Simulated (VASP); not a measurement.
Input of a VASP 6.6.1 run:

The input POSCAR:

```
Au
1.0
    2.7484100000      0.0000000000      0.0000000000
    0.0000000000      2.7484100000      0.0000000000
    0.0000000000      0.0000000000      2.7484100000
Au
1
Direct
    0.5000000000      0.5000000000      0.5000000000
```

The input INCAR.step1:

```
SYSTEM = Au
ALGO     = Normal         ! electronic algorithm
EDIFF    = 1E-5           ! SCF threshold, eV
ENCUT    = 400            ! plane-wave cutoff, eV
GGA      = PE             ! functional
GGA_COMPAT= .FALSE.      
ISIF     = 2              ! what is computed and relaxed
ISMEAR   = -1             ! smearing method
LASPH    = .TRUE.         ! aspherical terms in the spheres
LCHARG   = .FALSE.        ! write CHGCAR
LMAXMIX  = 4              ! l up to which the mixer works
LORBIT   = 11             ! projections on sites
LORBMOM  = .TRUE.       
LREAL    = .FALSE.        ! projectors in reciprocal space
LSORBIT  = .TRUE.         ! spin-orbit coupling
LWAVE    = .TRUE.         ! write WAVECAR
MAGMOM   = 0 0 0          ! initial moments
NBANDS   = 30             ! bands
NELM     = 200            ! most SCF steps
PREC     = Accurate       ! precision mode
SIGMA    = 0.05           ! smearing width, eV
```

The input INCAR.step2:

```
SYSTEM = Au
AEXX     = 0.25           ! exact-exchange fraction
ALGO     = Normal         ! electronic algorithm
EDIFF    = 1E-6           ! SCF threshold, eV
ENCUT    = 400            ! plane-wave cutoff, eV
GGA      = PE             ! functional
GGA_COMPAT= .FALSE.      
ISIF     = 2              ! what is computed and relaxed
ISMEAR   = -1             ! smearing method
ISTART   = 1            
LASPH    = .TRUE.         ! aspherical terms in the spheres
LCHARG   = .FALSE.        ! write CHGCAR
LHFCALC  = .TRUE.         ! exact exchange
LMAXMIX  = 4              ! l up to which the mixer works
LORBIT   = 11             ! projections on sites
LORBMOM  = .TRUE.       
LREAL    = .FALSE.        ! projectors in reciprocal space
LSORBIT  = .TRUE.         ! spin-orbit coupling
LWAVE    = .FALSE.        ! write WAVECAR
MAGMOM   = 0 0 0          ! initial moments
NBANDS   = 30             ! bands
NELM     = 200            ! most SCF steps
PREC     = Accurate       ! precision mode
PRECFOCK = Normal       
SIGMA    = 0.05           ! smearing width, eV
```

KPOINTS

```
k-points
0
G
  4 4 4
  0 0 0
```

Potentials or basis: VASP PAW PBE potentials, release 64 (Au_sv_GW).

Launch:

```sh
$ cat potpaw_PBE.64/Au_sv_GW/POTCAR > POTCAR
$ cp INCAR.step1 INCAR
$ mpirun -np 1 vasp_ncl > vasp.out
$ cp INCAR.step2 INCAR
$ mpirun -np 1 vasp_ncl > vasp.out
```

Q: Predict the pressure.

A: -10.8 GPa.

Q: Estimate the net moment.

A: 0.04 μB per cell.

Moments on the atoms (μB; x, y, z):
```
Au  0.00 0.00 0.00
```

Caveat: the k points lie up to 0.57 Å⁻¹ apart; a moment this small can come from the mesh or the smearing; the PAW data sets were made with another functional, which shifts forces and pressure a little.
